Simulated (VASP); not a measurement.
# TaN (P3m1) in VASP: single point with PBEsol

Aim: the single point of TaN with PBEsol.

Everything below comes from runs of VASP 6.6.1. Logs are shortened: lines on timing, memory, paths and dates and some standing lists are left out, and cuts for length are marked.

### 1 The cell of the first run

The structure is trigonal, space group P3m1 (No. 156). Conventional cell: a = 3.094 Å, b = 3.094 Å, c = 14.858 Å, α = 90.00°, β = 90.00°, γ = 120.00°. Ta (site symmetry 3m) has 6 N at 2.19 Å within 2.9 Å. Within 2.9 Å of Ta (site symmetry 3m) lie 6 N at 2.19 Å and 3 Ta at 2.85 Å. Ta (site symmetry 3m) has 6 N at 2.19 Å within 2.9 Å. Ta (site symmetry 3m) has 6 N at 2.19 Å within 2.9 Å. Within 2.9 Å of Ta (site symmetry 3m) lie 6 N at 2.19 Å. Ta (site symmetry 3m) has 6 N at 2.03 to 2.19 Å within 2.7 Å. N (site symmetry 3m) has 6 Ta at 2.19 Å within 2.9 Å. Within 2.9 Å of N (site symmetry 3m) lie 6 Ta at 2.19 Å.

### 2 Single point, PBEsol (the distance across one plane changed)

The input, INCAR:

```
SYSTEM = TaN
ALGO = Fast ; EDIFF = 1E-6
ENCUT = 520 ; GGA = PS
ISIF = 2 ; ISMEAR = 0
LASPH = .True. ; LCHARG = .False.
LREAL = .False. ; LWAVE = .False.
NBANDS = 60 ; NELM = 80
PREC = Accurate ; SIGMA = 0.15
```

The input, KPOINTS:

```
k-points
0
Gamma
  22 22 4
  0 0 0
```

The input, POSCAR:

```
TaN
1.0
    2.1878447038     -2.1878447038      0.0000000000
    2.1878447038      0.0000000000     -2.1878447038
    8.5781737345      8.5781737345      8.5781737345
Ta N
6 6
Direct
    0.6666666667      0.6666666667      0.2975558163
    0.0000000000      0.0000000000      0.1275239213
    0.3333333333      0.3333333333      0.4675877113
    0.6666666667      0.6666666667      0.8076515013
    1.0000000000      1.0000000000      0.6376196063
    0.3333333333      0.3333333333      0.9776833964
    1.0000000000      0.0000000000      0.3825717638
    0.3333333333      0.3333333333      0.2125398688
    0.6666666667      0.6666666667      0.5526036588
    1.0000000000      1.0000000000      0.8926674488
    0.3333333333      0.3333333333      0.7226355538
    0.6666666667      0.6666666667      0.0425079738
```

Potentials or basis: VASP PAW PBE potentials, release 64 (Ta_pv, N).

Started as:

```bash
$ cat potpaw_PBE.64/Ta_pv/POTCAR potpaw_PBE.64/N/POTCAR > POTCAR
$ mpirun -np 1 vasp_std > vasp.out
```

OUTCAR:

```text
SYSTEM = TaN
   EDIFF = 1E-6
   ENCUT = 520
   GGA = PS
   ISIF = 2
   ISMEAR = 0
   LASPH = .True.
   LREAL = .False.
   NELM = 80
   PREC = Accurate

 ion  position               nearest neighbor table
   1  0.667  0.667  0.298-   8 2.19   8 2.19   7 2.19   7 2.19   7 2.19   8 2.19   2 3.09   3 3.09
                             3 3.09   2 3.09   2 3.09   3 3.09
   2  0.000  0.000  0.128-   8 2.19  12 2.19   8 2.19   8 2.19  12 2.19  12 2.19   6 2.85   6 2.85
                             6 2.85   1 3.09   1 3.09   1 3.09
   3  0.333  0.333  0.468-   7 2.19   9 2.19   9 2.19   7 2.19   7 2.19   9 2.19   5 3.09   1 3.09
                             1 3.09   5 3.09   5 3.09   1 3.09
   4  0.667  0.667  0.808-  11 2.19  11 2.19  10 2.19  10 2.19  10 2.19  11 2.19   5 3.09   5 3.09
                             5 3.09   6 3.09   6 3.09   6 3.09
   5  0.000  0.000  0.638-   9 2.19  11 2.19   9 2.19   9 2.19  11 2.19  11 2.19   3 3.09   4 3.09
                             3 3.09   4 3.09   3 3.09   4 3.09
   6  0.333  0.333  0.978-  12 2.03  12 2.03  12 2.03  10 2.19  10 2.19  10 2.19   2 2.85   2 2.85
                             2 2.85   4 3.09   4 3.09   4 3.09
   7  0.000  0.000  0.383-   3 2.19   1 2.19   3 2.19   3 2.19   1 2.19   1 2.19
   8  0.333  0.333  0.213-   2 2.19   1 2.19   1 2.19   2 2.19   2 2.19   1 2.19
   9  0.667  0.667  0.553-   5 2.19   3 2.19   3 2.19   5 2.19   5 2.19   3 2.19
  10  0.000  0.000  0.893-   4 2.19   4 2.19   4 2.19   6 2.19   6 2.19   6 2.19
  11  0.333  0.333  0.723-   4 2.19   4 2.19   5 2.19   5 2.19   5 2.19   4 2.19
  12  0.667  0.667  0.043-   6 2.03   6 2.03   6 2.03   2 2.19   2 2.19   2 2.19

  LATTYP: Found a hexagonal cell.
 ALAT       =     3.0940796525
 C/A-ratio  =     4.8020201201

  Lattice vectors:

 A1 = (  -2.1878447038,   0.0000000000,   2.1878447038)
 A2 = (   2.1878447038,  -2.1878447038,   0.0000000000)
 A3 = (   8.5781737345,   8.5781737345,   8.5781737345)

Analysis of symmetry for initial positions (statically):
=====================================================================
 Subroutine PRICEL returns:
 Original cell was already a primitive cell.

 Routine SETGRP: Setting up the symmetry group for a
 hexagonal supercell.

 Subroutine GETGRP returns: Found  6 space group operations
 (whereof  6 operations were pure point group operations)
 out of a pool of 24 trial point group operations.

The static configuration has the point symmetry C_3v.

Analysis of symmetry for dynamics (positions and initial velocities):
=====================================================================
 Subroutine PRICEL returns:
 Original cell was already a primitive cell.

 Routine SETGRP: Setting up the symmetry group for a
 hexagonal supercell.

 Subroutine GETGRP returns: Found  6 space group operations
 (whereof  6 operations were pure point group operations)
 out of a pool of 24 trial point group operations.

The dynamic configuration has the point symmetry C_3v.

 Subroutine INISYM returns: Found  6 space group operations
 (whereof  6 operations are pure point group operations),
 and found     1 'primitive' translations

----------------------------------------------------------------------------------------

                                     Primitive cell

  volume of cell :     123.1825

  direct lattice vectors                    reciprocal lattice vectors
     2.187844704 -2.187844704  0.000000000     0.152356944 -0.304713888  0.152356944
     2.187844704  0.000000000 -2.187844704     0.152356944  0.152356944 -0.304713888
     8.578173734  8.578173734  8.578173734     0.038858310  0.038858310  0.038858310

  length of vectors
     3.094079652  3.094079652 14.857832744     0.373196772  0.373196772  0.067304567

  position of ions in fractional coordinates (direct lattice)
     0.666666667  0.666666667  0.297555816
     0.000000000  0.000000000  0.127523921
     0.333333333  0.333333333  0.467587711
     0.666666667  0.666666667  0.807651501
     0.000000000  0.000000000  0.637619606
     0.333333333  0.333333333  0.977683396
     0.000000000  0.000000000  0.382571764
     0.333333333  0.333333333  0.212539869
     0.666666667  0.666666667  0.552603659
     0.000000000  0.000000000  0.892667449
     0.333333333  0.333333333  0.722635554
     0.666666667  0.666666667  0.042507974

  ion indices of the primitive-cell ions
   primitive index   ion index
                 1           1
                 2           2
                 3           3
                 4           4
                 5           5
                 6           6
                 7           7
                 8           8
                 9           9
                10          10
                11          11
                12          12

----------------------------------------------------------------------------------------

 KPOINTS: k-points

Automatic generation of k-mesh.
 Grid dimensions read from file:
 generate k-points for:   22   22    4

 Generating k-lattice:

  Cartesian coordinates                     Fractional coordinates (reciprocal lattice)
     0.006925316 -0.013850631  0.006925316     0.045454545  0.000000000  0.000000000
     0.006925316  0.006925316 -0.013850631     0.000000000  0.045454545  0.000000000
     0.009714577  0.009714577  0.009714577     0.000000000  0.000000000  0.250000000

  Length of vectors
     0.016963490  0.016963490  0.016826142

  Shift w.r.t. Gamma in fractional coordinates (k-lattice)
     0.000000000  0.000000000  0.000000000

 Subroutine IBZKPT returns following result:
 ===========================================

 Found    196 irreducible k-points:

 Following reciprocal coordinates:
            Coordinates               Weight
  0.000000  0.000000  0.000000      1.000000
  0.045455  0.000000  0.000000      6.000000
  0.090909  0.000000  0.000000      6.000000
  0.136364  0.000000  0.000000      6.000000
  0.181818  0.000000  0.000000      6.000000
  0.227273  0.000000  0.000000      6.000000
[... 16 lines left out ...]
  0.181818  0.090909 -0.000000      6.000000
  0.227273  0.090909  0.000000     12.000000
 [... further k-points ...]
   k-points           NKPTS =    196   k-points in BZ     NKDIM =    196   number of bands    NBANDS=     60
   number of dos      NEDOS =    301   number of ions     NIONS =     12
   total plane-waves  NPLWV =  64512
   dimension x,y,z NGX =    24 NGY =   24 NGZ =  112
   dimension x,y,z NGXF=    48 NGYF=   48 NGZF=  224
   ions per type =               6   6
   NGX,Y,Z   is equivalent  to a cutoff of  12.90, 12.90, 12.53 a.u.
   NGXF,Y,Z  is equivalent  to a cutoff of  25.79, 25.79, 25.06 a.u.
 SYSTEM =  TaN
   PREC   = accura    normal or accurate (medium, high low for compatibility)
   ISTART =      0    job   : 0-new  1-cont  2-samecut
   ICHARG =      2    charge: 1-file 2-atom 10-const
   ISPIN  =      1    spin polarized calculation?
   LNONCOLLINEAR =      F non collinear calculations
   LSORBIT =      F    spin-orbit coupling
   LASPH  =      T    aspherical Exc in radial PAW
   ENCUT  =  520.0 eV  38.22 Ry    6.18 a.u.   5.75  5.75 27.63*2*pi/ulx,y,z
   NELM   =     80;   NELMIN=  2; NELMDL= -5     # of ELM steps
   EDIFF  = 0.1E-05   stopping-criterion for ELM
   LREAL  =      F    real-space projection
   EDIFFG = 0.1E-04   stopping-criterion for IOM
   NSW    =      0    number of steps for IOM
   IBRION =     -1    ionic relax: 0-MD 1-quasi-New 2-CG
   NFREE  =      0    steps in history (QN), initial steepest desc. (CG)
   ISIF   =      2    stress and relaxation
   ISYM   =      2    0-nonsym 1-usesym 2-fastsym
   POTIM  = 0.5000    time-step for ionic-motion
   TEBEG  =    0.0;   TEEND  =   0.0 temperature during run
   PSTRESS=    0.0 pullay stress
   NELECT =      96.0000    total number of electrons
   NUPDOWN=      -1.0000    fix difference up-down
   EMIN   =  10.00;   EMAX   =-10.00  energy-range for DOS
   EFERMI =   0.00;   METHOD = LEGACY
   ISMEAR =     0;   SIGMA  =   0.15  broadening in eV -4-tet -1-fermi 0-gaus
   EFERMI_NEDOS =   21; number of points for ismear=-14 and -15
   IALGO  =     68    algorithm
   IMIX   =      4    mixing-type and parameters
     AMIX     =   0.40;   BMIX     =  1.00
     AMIX_MAG =   1.60;   BMIX_MAG =  1.00
  volume/ion in A,a.u.               =      10.27        69.27
  Fermi-wavevector in a.u.,A,eV,Ry     =   1.506545  2.846958 30.880857  2.269679
  Thomas-Fermi vector in A             =   2.617249
   LORBIT       =      0    0 simple, 1 ext, 2 COOP (PROOUT), +10 PAW based schemes
   GGA     = PS    functional components
   LHFCALC =     F    Hartree Fock is set to
   AEXX    =    0.0000 exact exchange contribution
   IVDW    =     0    specifies the selected vdW correction
   LEPSILON=     F    determine dielectric tensor
   LRPA    =     F    only Hartree local field effects (RPA)
 non-spin polarized calculation
 RMM-DIIS sequential band-by-band and
 Gauss-broadening in eV      SIGMA  =   0.15
  energy-cutoff  :      520.00
  volume of cell :      123.18
 maximum number of plane-waves:      3352
   NGX = 11   NGY = 11   NGZ = 55

 number of electron      95.9999996 magnetization

 Free energy of the ion-electron system (eV)
  ---------------------------------------------------
  ext. energy  EPLUGINS =         0.00000000
  ---------------------------------------------------
  free energy    TOTEN  =      -138.74305956 eV

  energy without entropy =     -138.69176072  energy(sigma->0) =     -138.71741014

 E-fermi :   9.7393     XC(G=0): -13.7777

 val. band max:        9.7381474951   @ k =   0.4091   0.0909   0.5000
 cond. band min:       9.7410261988   @ k =   0.2727   0.0000   0.2500
 fundamental gap:      0.0028787038
 Fermi energy:         9.7392807550

 k-point     1 :       0.0000    0.0000    0.0000
  band No.  band energies     occupation
      1     -26.8701      2.00000
      2     -26.6872      2.00000
      3     -26.5596      2.00000
      4     -26.1495      2.00000
      5     -26.0899      2.00000
      6     -26.0282      2.00000
[... 1501 lines left out ...]
     59      11.5875      0.00000
     60      11.7631      0.00000

 [... further k-points ...]

------------------------ aborting loop because EDIFF is reached ----------------------------------------

  FORCE on cell =-STRESS in cart. coord.  units (eV):
  Direction    XX          YY          ZZ          XY          YZ          ZX
  --------------------------------------------------------------------------------------
  -------------------------------------------------------------------------------------
  Total        8.2047563      8.2047563      8.2047563      0.8420108      0.8420108      0.8420108
  in kB      106.7154240    106.7154240    106.7154240     10.9516404     10.9516404     10.9516404
  external PRESSURE =     106.7154240 kB  Pullay stress =       0.0000000 kB

 VOLUME and BASIS-vectors are now :
 -----------------------------------------------------------------------------
  energy-cutoff  :      520.00
  volume of cell :      123.18
      direct lattice vectors                 reciprocal lattice vectors
     2.187844704 -2.187844704  0.000000000     0.152356944 -0.304713888  0.152356944
     2.187844704  0.000000000 -2.187844704     0.152356944  0.152356944 -0.304713888
     8.578173734  8.578173734  8.578173734     0.038858310  0.038858310  0.038858310

 POSITION                                       TOTAL-FORCE (eV/Angst)
 -----------------------------------------------------------------------------------
      5.46961      1.09392      1.09392         0.379941      0.379941      0.379941
      1.09392      1.09392      1.09392         0.605689      0.605689      0.605689
      5.46961      3.28177      3.28177        -0.004710     -0.004710     -0.004710
      9.84530      5.46961      5.46961        -0.305963     -0.305963     -0.305963
      5.46961      5.46961      5.46961         0.018767      0.018767      0.018767
      9.84530      7.65746      7.65746        -1.664164     -1.664164     -1.664164
      3.28177      3.28177      3.28177         0.009242      0.009242      0.009242
      3.28177      1.09392      1.09392        -0.015872     -0.015872     -0.015872
      7.65746      3.28177      3.28177        -0.013495     -0.013495     -0.013495
      7.65746      7.65746      7.65746        -0.369414     -0.369414     -0.369414
      7.65746      5.46961      5.46961        -0.110156     -0.110156     -0.110156
      3.28177     -1.09392     -1.09392         1.470135      1.470135      1.470135
 -----------------------------------------------------------------------------------
    total drift:                               -0.000654     -0.000654     -0.000654

  FREE ENERGIE OF THE ION-ELECTRON SYSTEM (eV)
  ---------------------------------------------------
  free  energy   TOTEN  =      -138.7430595619 eV

  energy  without entropy=     -138.6917607245  energy(sigma->0) =     -138.71741014
```

Wall time 37 min (1 thread of Oxide Virtual Turin-like, shared host); peak memory 0.95 GiB.

What came out:

- Free energy: -138.7431 eV
- Pressure: 10.7 GPa
- Largest force: 2.882 eV/Å
- Band gap on the k mesh: zero (bands 48 and 49 overlap by 2.73 eV)

Forces in eV/Å, atoms in the order of the input:
```
Ta   0.380  0.380  0.380
Ta   0.606  0.606  0.606
Ta  -0.005 -0.005 -0.005
Ta  -0.306 -0.306 -0.306
Ta   0.019  0.019  0.019
Ta  -1.664 -1.664 -1.664
N    0.009  0.009  0.009
N   -0.016 -0.016 -0.016
N   -0.013 -0.013 -0.013
N   -0.369 -0.369 -0.369
N   -0.110 -0.110 -0.110
N    1.470  1.470  1.470
```

Caveat: the cell differs from its parent crystal (the distance across one plane changed); the cell stands under pressure; the PAW data sets were made with another functional, which shifts forces and pressure a little; spin-orbit coupling is left out, which moves the levels of the heavy elements.
